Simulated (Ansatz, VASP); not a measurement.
Two plane-wave programs on C

```
C
1.0
     2.45892    0.00000    0.00000
     0.00000   11.22486    0.00000
     0.00000    0.00000   26.97014
C
24
Direct
  0.50000 0.81642 0.27809
  0.50000 0.13560 0.29502
  0.00000 0.12763 0.32113
  0.50000 0.80039 0.33030
  0.00000 0.79242 0.35641
  0.00000 0.11160 0.37335
  0.50000 0.10363 0.39945
  0.00000 0.77640 0.40862
  0.50000 0.76843 0.43473
  0.50000 0.08761 0.45167
  0.00000 0.07964 0.47778
  0.50000 0.75240 0.48695
  0.00000 0.74444 0.51305
  0.00000 0.06361 0.52999
  0.50000 0.05565 0.55610
  0.00000 0.72841 0.56527
  0.50000 0.72044 0.59138
  0.50000 0.03962 0.60831
  0.00000 0.03165 0.63442
  0.50000 0.70442 0.64359
  0.00000 0.69645 0.66970
  0.00000 0.01563 0.68664
  0.50000 0.00766 0.71275
  0.00000 0.68042 0.72191
```

Alike in both runs: task single point; functional PBEsol; k mesh 14 × 3 × 1; occupations gaussian, width 0.1 eV; no spin polarisation.

|  | VASP | Ansatz |
| --- | --- | --- |
| version | VASP 6.6.1 | Ansatz 0.2.0 |
| potentials or method | VASP PAW PBE potentials, release 64 (C), cutoff 520 eV | scalar-relativistic, plane waves, PAW |
| valence electrons in the cell | 96 | 96 |

|  | VASP | Ansatz | Ansatz less VASP |
| --- | --- | --- | --- |
| gap on the k mesh at the Fermi level (eV) | none | none | - |
| rms of the force components (eV/Å) | 0.698 | 0.708 | +0.0102 |

VASP's potentials were made for PBE, not for PBEsol. Atom by atom the forces differ by 0.018 eV/Å (rms over components). A gap of «none» marks a metal or a gap that the smearing closes.
